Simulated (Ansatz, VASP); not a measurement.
## CO2 in VASP and in Ansatz

Contents of INCAR:

```
PREC = Accurate
ENCUT = 600
EDIFF = 1E-6
ISMEAR = 0
SIGMA = 0.02
LREAL = False
LASPH = True
NELM = 100
ALGO = Normal
ISIF = 3
LWAVE = False
LCHARG = False
GGA = PE
IBRION = 2
NSW = 100
EDIFFG = -0.01
```

KPOINTS

```
regular mesh
0
Gamma
  4 4 4
```

The input POSCAR:

```
CO2
1.0
    6.0374685813      0.0000000000      0.0000000000
    0.0000000000      6.0374685813      0.0000000000
    0.0000000000      0.0000000000      6.0374685813
C O
4 8
Direct
    0.0000000000      0.0000000000      0.0000000000
    0.5000000000      0.0000000000      0.5000000000
    0.5000000000      0.5000000000      0.0000000000
    0.0000000000      0.5000000000      0.5000000000
    0.1118537011      0.1118537011      0.1118537011
    0.3881462989      0.8881462989      0.6118537011
    0.6118537011      0.3881462989      0.8881462989
    0.8881462989      0.6118537011      0.3881462989
    0.8881462989      0.8881462989      0.8881462989
    0.6118537011      0.1118537011      0.3881462989
    0.3881462989      0.6118537011      0.1118537011
    0.1118537011      0.3881462989      0.6118537011
```

Input for Ansatz:

```yaml
crystal:
  lattice:
    - [6.0374685813, 0.0, 0.0]
    - [0.0, 6.0374685813, 0.0]
    - [0.0, 0.0, 6.0374685813]
  atoms:
    - { symbol: C, position: [0.0, 0.0, 0.0] }
    - { symbol: C, position: [0.5, 0.0, 0.5] }
    - { symbol: C, position: [0.5, 0.5, 0.0] }
    - { symbol: C, position: [0.0, 0.5, 0.5] }
    - { symbol: O, position: [0.1118537011, 0.1118537011, 0.1118537011] }
    - { symbol: O, position: [0.3881462989, 0.8881462989, 0.6118537011] }
    - { symbol: O, position: [0.6118537011, 0.3881462989, 0.8881462989] }
    - { symbol: O, position: [0.8881462989, 0.6118537011, 0.3881462989] }
    - { symbol: O, position: [0.8881462989, 0.8881462989, 0.8881462989] }
    - { symbol: O, position: [0.6118537011, 0.1118537011, 0.3881462989] }
    - { symbol: O, position: [0.3881462989, 0.6118537011, 0.1118537011] }
    - { symbol: O, position: [0.1118537011, 0.3881462989, 0.6118537011] }
basis:
  ecutwfc: 420
kpoints:
  mp_grid: { grid: [4, 4, 4] }
hamiltonian:
  xc: pbe
scf:
  occupations: { method: gaussian, width: 0.02 }
output:
  forces: true
  stress: true
  eigenvalues: true
relax:
  adjacent_minimum: "off"
  f_tol: 0.01
  max_steps: 80
  cell: { stress_tol: 0.05 }
```

Alike in both runs: task relaxation of cell and atoms; functional PBE; k mesh 4 × 4 × 4; occupations gaussian, width 0.02 eV; no spin polarisation.

|  | VASP | Ansatz |
| --- | --- | --- |
| version | VASP 6.6.1 | Ansatz 0.2.0 |
| potentials or method | VASP PAW PBE potentials, release 64 (C, O), cutoff 600 eV | scalar-relativistic, plane waves, PAW |
| valence electrons in the cell | 64 | 64 |

Ansatz gave:

| Item | Value |
| --- | --- |
| gap on the k mesh at the Fermi level, each at its own relaxed structure (eV) | 6.64 |
| relaxed volume (Å³/atom) | 18.34 |
| relaxed length of the cell vector where the two differ most in proportion (Å) | 6.037 |

**Question.** What did VASP give for the same quantities?

**Answer.** gap on the k mesh at the Fermi level, each at its own relaxed structure (eV): 6.63; relaxed volume (Å³/atom): 16.63; relaxed length of the cell vector where the two differ most in proportion (Å): 5.843.

One of these differences is far larger than is usual between the two programs; its cause wasn't traced.

Noted on VASP's run: the standard files for N, O and F lose accuracy on very short bonds.
